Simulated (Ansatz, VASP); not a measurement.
TiO2: VASP beside Ansatz

Contents of POSCAR:

```
TiO2
1.0
    4.5973635523      0.0000000000      0.0000000000
    0.0000000000      4.5973635523      0.0000000000
    0.0000000000      0.0000000000      2.9928841877
Ti O
2 4
Direct
    0.0000000000      0.0000000000      0.0279194415
    0.5000000000      0.5000000000      0.5279194415
    0.3051400959      0.3051400959     -0.0417657324
    0.1948599041      0.8051400959      0.4582342676
    0.6948599041      0.6948599041     -0.0417657324
    0.8051400959      0.1948599041      0.4582342676
```

Contents of INCAR.step1:

```
SYSTEM = TiO2
  ALGO = Normal
  EDIFF = 1E-4
  ENCUT = 520
  GGA = PE
  ISMEAR = 0
  LASPH = .TRUE.
  LCHARG = .FALSE.
  LDAU = .TRUE.
  LDAUJ = 0 0
  LDAUL = 2 -1
  LDAUTYPE = 2
  LDAUU = 4 0
  LMAXMIX = 4
  LREAL = .FALSE.
  LWAVE = .TRUE.
  NBANDS = 33
  NELM = 150
  PREC = Accurate
  SIGMA = 0.05
```

File INCAR.step2:

```
SYSTEM = TiO2
  ALGO = Normal
  EDIFF = 1E-7
  ENCUT = 520
  ISIF = 2
  ISMEAR = 0
  ISTART = 1
  LASPH = .TRUE.
  LCHARG = .FALSE.
  LDAU = .TRUE.
  LDAUJ = 0 0
  LDAUL = 2 -1
  LDAUPRINT = 1
  LDAUTYPE = 2
  LDAUU = 4 0
  LMAXMIX = 4
  LMIXTAU = .TRUE.
  LREAL = .FALSE.
  LWAVE = .FALSE.
  METAGGA = R2SCAN
  NBANDS = 33
  NELM = 150
  PREC = Accurate
  SIGMA = 0.05
```

File KPOINTS:

```
k-points
0
G
  6 6 8
  0 0 0
```

Input for Ansatz:

```yaml
crystal:
  lattice:
    - [4.5973635523, 0.0, 0.0]
    - [0.0, 4.5973635523, 0.0]
    - [0.0, 0.0, 2.9928841877]
  atoms:
    - { symbol: Ti, position: [0.0, 0.0, 0.0279194415] }
    - { symbol: Ti, position: [0.5, 0.5, 0.5279194415] }
    - { symbol: O, position: [0.3051400959, 0.3051400959, -0.0417657324] }
    - { symbol: O, position: [0.1948599041, 0.8051400959, 0.4582342676] }
    - { symbol: O, position: [0.6948599041, 0.6948599041, -0.0417657324] }
    - { symbol: O, position: [0.8051400959, 0.1948599041, 0.4582342676] }
basis:
  ecutwfc: 500
kpoints:
  mp_grid: { grid: [6, 6, 8] }
hamiltonian:
  xc: r2scan
  hubbard: { sites: [{ species: Ti, l: d, u_eff: 4.0 }] }
scf:
  occupations: { method: gaussian, width: 0.05 }
output:
  forces: true
  stress: true
  eigenvalues: true
```

Change from the starting cell: mode 8 (254.5 1/cm) frozen in, largest displacement +0.125 Å.

Alike in both runs: task single point; functional r2SCAN; k mesh 6 × 6 × 8; occupations gaussian, width 0.05 eV; no spin polarisation; Hubbard terms Ti d U = 4.0 eV.

```csv
,VASP,Ansatz
version,VASP 6.6.1,Ansatz 0.2.0
potentials or method,"VASP PAW PBE potentials, release 64 (Ti_sv, O), cutoff 520 eV","scalar-relativistic, plane waves, PAW"
valence electrons in the cell,48,48
```

```tsv
	VASP	Ansatz	Ansatz less VASP
gap on the k mesh at the Fermi level (eV)	3.25	3.18	-0.074
least direct gap on the mesh (eV)	3.61	3.52	-0.086
pressure (GPa)	11.8	6.1	-5.68
traceless stress, the component that is largest in VASP (GPa)	2.99	1.98	-1.017
rms of the force components (eV/Å)	1.072	0.701	-0.3711
```

VASP's potentials were made for PBE, not for r2SCAN. The programs project onto different local orbitals, so the same U acts differently, and such runs can settle in different states. Atom by atom the forces differ by 0.371 eV/Å (rms over components).
